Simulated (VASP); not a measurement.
# GaAs (rocksalt type) (Fm-3m) in VASP: a series of runs

Runs on GaAs (rocksalt type). Level: PBE. Tasks: single point.

Program: VASP 6.6.1. These are calculated values, not measurements. Logs are shortened: lines on timing, memory, paths and dates and some standing lists are left out, and cuts for length are marked.

## Step 1: The cell of the first run

Symmetry: Fm-3m, No. 225, cubic system. Conventional cell: a = 4.833 Å, b = 4.833 Å, c = 4.833 Å, α = 90.00°, β = 90.00°, γ = 90.00°. Ga (site symmetry m-3m) has 6 As at 2.42 Å within 3.2 Å. As (site symmetry m-3m) has 6 Ga at 2.42 Å within 3.2 Å.

## Step 2: Single point, PBE (volume scaled by 0.72)

The input, INCAR:

```
ALGO = Normal ; EDIFF = 1E-7
ENCUT = 520 ; GGA = PE
ISIF = 2 ; ISMEAR = -1
LASPH = T ; LCHARG = F
LREAL = F ; LWAVE = F
NBANDS = 16 ; NELM = 60
PREC = Accurate ; SIGMA = 0.08
```

The input, KPOINTS:

```
k-points
0
Gamma
  15 15 15
```

The input, POSCAR:

```
GaAs
1.0
    0.0000000000      2.4165485800      2.4165485800
    2.4165485800      0.0000000000      2.4165485800
    2.4165485800      2.4165485800      0.0000000000
Ga As
1 1
Direct
    0.0000000000      0.0000000000      0.0000000000
    0.5000000000      0.5000000000      0.5000000000
```

Potentials or basis: VASP PAW PBE potentials, release 64 (Ga_d, As).

Started as:

```sh
$ cat potpaw_PBE.64/Ga_d/POTCAR potpaw_PBE.64/As/POTCAR > POTCAR
$ mpirun -np 1 vasp_std > vasp.out
```

OUTCAR:

```text
EDIFF = 1E-7
   ENCUT = 520
   GGA = PE
   ISIF = 2
   ISMEAR = -1
   LASPH = T
   LREAL = F
   NELM = 60
   PREC = Accurate

 ion  position               nearest neighbor table
   1  0.000  0.000  0.000-   2 2.42   2 2.42   2 2.42   2 2.42   2 2.42   2 2.42
   2  0.500  0.500  0.500-   1 2.42   1 2.42   1 2.42   1 2.42   1 2.42   1 2.42

  LATTYP: Found a face centered cubic cell.
 ALAT       =     4.8330971600

  Lattice vectors:

 A1 = (   0.0000000000,   2.4165485800,   2.4165485800)
 A2 = (   2.4165485800,   0.0000000000,   2.4165485800)
 A3 = (   2.4165485800,   2.4165485800,   0.0000000000)

Analysis of symmetry for initial positions (statically):
=====================================================================
 Subroutine PRICEL returns:
 Original cell was already a primitive cell.

 Routine SETGRP: Setting up the symmetry group for a
 face centered cubic supercell.

 Subroutine GETGRP returns: Found 48 space group operations
 (whereof 48 operations were pure point group operations)
 out of a pool of 48 trial point group operations.

The static configuration has the point symmetry O_h .

Analysis of symmetry for dynamics (positions and initial velocities):
=====================================================================
 Subroutine PRICEL returns:
 Original cell was already a primitive cell.

 Routine SETGRP: Setting up the symmetry group for a
 face centered cubic supercell.

 Subroutine GETGRP returns: Found 48 space group operations
 (whereof 48 operations were pure point group operations)
 out of a pool of 48 trial point group operations.

The dynamic configuration has the point symmetry O_h .

 Subroutine INISYM returns: Found 48 space group operations
 (whereof 48 operations are pure point group operations),
 and found     1 'primitive' translations

----------------------------------------------------------------------------------------

                                     Primitive cell

  volume of cell :      28.2239

  direct lattice vectors                    reciprocal lattice vectors
     0.000000000  2.416548580  2.416548580    -0.206906662  0.206906662  0.206906662
     2.416548580  0.000000000  2.416548580     0.206906662 -0.206906662  0.206906662
     2.416548580  2.416548580  0.000000000     0.206906662  0.206906662 -0.206906662

  length of vectors
     3.417515776  3.417515776  3.417515776     0.358372851  0.358372851  0.358372851

  position of ions in fractional coordinates (direct lattice)
     0.000000000  0.000000000  0.000000000
     0.500000000  0.500000000  0.500000000

  ion indices of the primitive-cell ions
   primitive index   ion index
                 1           1
                 2           2

----------------------------------------------------------------------------------------

 KPOINTS: k-points

Automatic generation of k-mesh.
 Grid dimensions read from file:
 generate k-points for:   15   15   15

 Generating k-lattice:

  Cartesian coordinates                     Fractional coordinates (reciprocal lattice)
    -0.013793777  0.013793777  0.013793777     0.066666667  0.000000000  0.000000000
     0.013793777 -0.013793777  0.013793777     0.000000000  0.066666667  0.000000000
     0.013793777  0.013793777 -0.013793777     0.000000000  0.000000000  0.066666667

  Length of vectors
     0.023891523  0.023891523  0.023891523

  Shift w.r.t. Gamma in fractional coordinates (k-lattice)
     0.000000000  0.000000000  0.000000000

 Subroutine IBZKPT returns following result:
 ===========================================

 Found    120 irreducible k-points:

 Following reciprocal coordinates:
            Coordinates               Weight
  0.000000  0.000000  0.000000      1.000000
  0.066667  0.000000  0.000000      8.000000
  0.133333  0.000000  0.000000      8.000000
  0.200000  0.000000  0.000000      8.000000
  0.266667  0.000000  0.000000      8.000000
  0.333333  0.000000  0.000000      8.000000
[... 16 lines left out ...]
  0.133333  0.133333  0.000000      6.000000
  0.200000  0.133333  0.000000     24.000000
 [... further k-points ...]
   k-points           NKPTS =    120   k-points in BZ     NKDIM =    120   number of bands    NBANDS=     16
   number of dos      NEDOS =    301   number of ions     NIONS =      2
   total plane-waves  NPLWV =  21952
   dimension x,y,z NGX =    28 NGY =   28 NGZ =   28
   dimension x,y,z NGXF=    56 NGYF=   56 NGZF=   56
   ions per type =               1   1
   NGX,Y,Z   is equivalent  to a cutoff of  13.62, 13.62, 13.62 a.u.
   NGXF,Y,Z  is equivalent  to a cutoff of  27.24, 27.24, 27.24 a.u.
 SYSTEM =  unknown system
   PREC   = accura    normal or accurate (medium, high low for compatibility)
   ISTART =      0    job   : 0-new  1-cont  2-samecut
   ICHARG =      2    charge: 1-file 2-atom 10-const
   ISPIN  =      1    spin polarized calculation?
   LNONCOLLINEAR =      F non collinear calculations
   LSORBIT =      F    spin-orbit coupling
   LASPH  =      T    aspherical Exc in radial PAW
   ENCUT  =  520.0 eV  38.22 Ry    6.18 a.u.   6.35  6.35  6.35*2*pi/ulx,y,z
   NELM   =     60;   NELMIN=  2; NELMDL= -5     # of ELM steps
   EDIFF  = 0.1E-06   stopping-criterion for ELM
   LREAL  =      F    real-space projection
   EDIFFG = 0.1E-05   stopping-criterion for IOM
   NSW    =      0    number of steps for IOM
   IBRION =     -1    ionic relax: 0-MD 1-quasi-New 2-CG
   NFREE  =      0    steps in history (QN), initial steepest desc. (CG)
   ISIF   =      2    stress and relaxation
   ISYM   =      2    0-nonsym 1-usesym 2-fastsym
   POTIM  = 0.5000    time-step for ionic-motion
   TEBEG  =    0.0;   TEEND  =   0.0 temperature during run
   PSTRESS=    0.0 pullay stress
   NELECT =      18.0000    total number of electrons
   NUPDOWN=      -1.0000    fix difference up-down
   EMIN   =  10.00;   EMAX   =-10.00  energy-range for DOS
   EFERMI =   0.00;   METHOD = LEGACY
   ISMEAR =    -1;   SIGMA  =   0.08  broadening in eV -4-tet -1-fermi 0-gaus
   EFERMI_NEDOS =   21; number of points for ismear=-14 and -15
   IALGO  =     38    algorithm
   IMIX   =      4    mixing-type and parameters
     AMIX     =   0.40;   BMIX     =  1.00
     AMIX_MAG =   1.60;   BMIX_MAG =  1.00
  volume/ion in A,a.u.               =      14.11        95.23
  Fermi-wavevector in a.u.,A,eV,Ry     =   1.409159  2.662925 27.017502  1.985730
  Thomas-Fermi vector in A             =   2.531244
   LORBIT       =      0    0 simple, 1 ext, 2 COOP (PROOUT), +10 PAW based schemes
   GGA     = PE    functional components
[... 5 lines left out ...]
 non-spin polarized calculation
  energy-cutoff  :      520.00
  volume of cell :       28.22
 maximum number of plane-waves:       770
 NGX is ok and might be reduce to    28
   NGX = 13   NGY = 13   NGZ = 13

 number of electron      17.9999991 magnetization

 Free energy of the ion-electron system (eV)
  ---------------------------------------------------
  ext. energy  EPLUGINS =         0.00000000
  ---------------------------------------------------
  free energy    TOTEN  =        -6.35153080 eV

  energy without entropy =       -6.33327561  energy(sigma->0) =       -6.34240320

 E-fermi :   9.2268     XC(G=0): -12.2128

 val. band max:        9.2206658606   @ k =  -0.2667   0.2000   0.0000
 cond. band min:       9.2288032160   @ k =   0.2000   0.1333   0.0667
 fundamental gap:      0.0081373554
 Fermi energy:         9.2268452024

 k-point     1 :       0.0000    0.0000    0.0000
  band No.  band energies     occupation
      1      -6.9780      2.00000
      2      -6.2452      2.00000
      3      -6.2452      2.00000
      4      -6.2132      2.00000
      5      -6.2132      2.00000
      6      -6.2132      2.00000
[... 8 lines left out ...]
     15      18.5635      0.00000
     16      18.5635      0.00000

 k-point     2 :       0.0667    0.0000    0.0000
  band No.  band energies     occupation
      1      -6.8963      2.00000
      2      -6.2487      2.00000
      3      -6.2487      2.00000
      4      -6.2142      2.00000
      5      -6.2104      2.00000
      6      -6.2104      2.00000
[... 8 lines left out ...]
     15      17.8335      0.00000
     16      18.3815      0.00000

 k-point     3 :       0.1333    0.0000    0.0000
  band No.  band energies     occupation
      1      -6.6551      2.00000
      2      -6.2600      2.00000
      3      -6.2600      2.00000
      4      -6.2137      2.00000
      5      -6.2010      2.00000
      6      -6.2010      2.00000
[... 8 lines left out ...]
     15      17.5029      0.00000
     16      17.9416      0.00000

 k-point     4 :       0.2000    0.0000    0.0000
  band No.  band energies     occupation
      1      -6.3230      2.00000
      2      -6.2781      2.00000
      3      -6.2781      2.00000
      4      -6.1857      2.00000
      5      -6.1857      2.00000
      6      -6.1457      2.00000
[... 8 lines left out ...]
     15      18.2589      0.00000
     16      18.2589      0.00000

 k-point     5 :       0.2667    0.0000    0.0000
  band No.  band energies     occupation
      1      -6.2995      2.00000
      2      -6.2995      2.00000
      3      -6.2650      2.00000
      4      -6.1675      2.00000
      5      -6.1675      2.00000
      6      -5.6513      2.00000
[... 8 lines left out ...]
     15      19.3462      0.00000
     16      19.3462      0.00000

 k-point     6 :       0.3333    0.0000    0.0000
  band No.  band energies     occupation
      1      -6.3201      2.00000
      2      -6.3201      2.00000
      3      -6.2681      2.00000
      4      -6.1498      2.00000
      5      -6.1498      2.00000
      6      -4.9606      2.00000
[... 8 lines left out ...]
     15      20.6751      0.00000
     16      20.7874      0.00000

 k-point     7 :       0.4000    0.0000    0.0000
  band No.  band energies     occupation
      1      -6.3362      2.00000
      2      -6.3362      2.00000
      3      -6.2737      2.00000
      4      -6.1358      2.00000
      5      -6.1358      2.00000
      6      -4.1833      2.00000
[... 8 lines left out ...]
     15      22.1987      0.00000
     16      22.4888      0.00000

 k-point     8 :       0.4667    0.0000    0.0000
  band No.  band energies     occupation
      1      -6.3451      2.00000
      2      -6.3451      2.00000
      3      -6.2772      2.00000
      4      -6.1282      2.00000
      5      -6.1282      2.00000
      6      -3.5193      2.00000
[... 8 lines left out ...]
     15      23.7905      0.00000
     16      24.0991      0.00000

 k-point     9 :       0.0667    0.0667    0.0000
  band No.  band energies     occupation
      1      -6.8709      2.00000
      2      -6.2538      2.00000
      3      -6.2430      2.00000
      4      -6.2163      2.00000
      5      -6.2090      2.00000
      6      -6.2090      2.00000
[... 8 lines left out ...]
     15      18.8155      0.00000
     16      18.8155      0.00000
[... 172 lines left out ...]
 k-point    19 :      -0.2667    0.0667    0.0000
  band No.  band energies     occupation
      1      -6.3192      2.00000
      2      -6.3148      2.00000
      3      -6.2551      2.00000
      4      -6.1666      2.00000
      5      -6.1663      2.00000
      6      -5.3424      2.00000
[... 8 lines left out ...]
     15      19.0050      0.00000
     16      21.7091      0.00000

 k-point    20 :      -0.2000    0.0667    0.0000
  band No.  band energies     occupation
      1      -6.3165      2.00000
      2      -6.2951      2.00000
      3      -6.2493      2.00000
      4      -6.1914      2.00000
      5      -6.1838      2.00000
      6      -5.9229      2.00000
[... 8 lines left out ...]
     15      18.2485      0.00000
     16      20.2813      0.00000

 k-point    21 :      -0.1333    0.0667    0.0000
  band No.  band energies     occupation
      1      -6.4931      2.00000
      2      -6.2756      2.00000
      3      -6.2517      2.00000
      4      -6.2166      2.00000
      5      -6.1983      2.00000
      6      -6.1702      2.00000
[... 8 lines left out ...]
     15      18.6752      0.00000
     16      19.0229      0.00000

 k-point    22 :      -0.0667    0.0667    0.0000
  band No.  band energies     occupation
      1      -6.7634      2.00000
      2      -6.2596      2.00000
      3      -6.2481      2.00000
      4      -6.2167      2.00000
      5      -6.2072      2.00000
      6      -6.2013      2.00000
[... 8 lines left out ...]
     15      18.0509      0.00000
     16      18.8506      0.00000

 k-point    23 :       0.1333    0.1333    0.0000
  band No.  band energies     occupation
      1      -6.6048      2.00000
      2      -6.2369      2.00000
      3      -6.2250      2.00000
      4      -6.2221      2.00000
      5      -6.1965      2.00000
      6      -6.1965      2.00000
[... 8 lines left out ...]
     15      19.6586      0.00000
     16      19.6586      0.00000

 k-point    24 :       0.2000    0.1333    0.0000
  band No.  band energies     occupation
      1      -6.4887      2.00000
      2      -6.2398      2.00000
      3      -6.2303      2.00000
      4      -6.1957      2.00000
      5      -6.1834      2.00000
      6      -6.0501      2.00000
[... 8 lines left out ...]
     15      19.8931      0.00000
     16      20.0046      0.00000

 [... further k-points ...]

------------------------ aborting loop because EDIFF is reached ----------------------------------------

  FORCE on cell =-STRESS in cart. coord.  units (eV):
  Direction    XX          YY          ZZ          XY          YZ          ZX
  --------------------------------------------------------------------------------------
  -------------------------------------------------------------------------------------
  Total        8.9671580      8.9671580      8.9671580      0.0000000      0.0000000      0.0000000
  in kB      509.0363768    509.0363768    509.0363768      0.0000000      0.0000000      0.0000000
  external PRESSURE =     509.0363768 kB  Pullay stress =       0.0000000 kB

 VOLUME and BASIS-vectors are now :
 -----------------------------------------------------------------------------
  energy-cutoff  :      520.00
  volume of cell :       28.22
      direct lattice vectors                 reciprocal lattice vectors
     0.000000000  2.416548580  2.416548580    -0.206906662  0.206906662  0.206906662
     2.416548580  0.000000000  2.416548580     0.206906662 -0.206906662  0.206906662
     2.416548580  2.416548580  0.000000000     0.206906662  0.206906662 -0.206906662

 POSITION                                       TOTAL-FORCE (eV/Angst)
 -----------------------------------------------------------------------------------
      0.00000      0.00000      0.00000        -0.000000     -0.000000      0.000000
      2.41655      2.41655      2.41655         0.000000      0.000000     -0.000000
 -----------------------------------------------------------------------------------
    total drift:                               -0.000000      0.000000      0.000000

  FREE ENERGIE OF THE ION-ELECTRON SYSTEM (eV)
  ---------------------------------------------------
  free  energy   TOTEN  =        -6.3515307992 eV

  energy  without entropy=       -6.3332756070  energy(sigma->0) =       -6.34240320
```

It took 44 s on 1 thread of Intel Xeon Platinum 8488C (Sapphire Rapids), shared host; peak memory 0.2 GiB.

Results:

* Free energy: -6.3515 eV
* Pressure: 50.9 GPa
* Band gap on the k mesh: zero (band 9 reaches 10.07 eV, above the bottom of band 10 at 5.99 eV)

Levels at points of the mesh, in eV from the Fermi level:
```tsv
k point	band 6	band 7	band 8	band 9	band 10	band 11	band 12	band 13
(0.00, 0.00, 0.00)	-15.44	-0.03	-0.03	-0.03	3.40	7.36	7.36	7.36
```

(Part 1 of 3 ends here.)
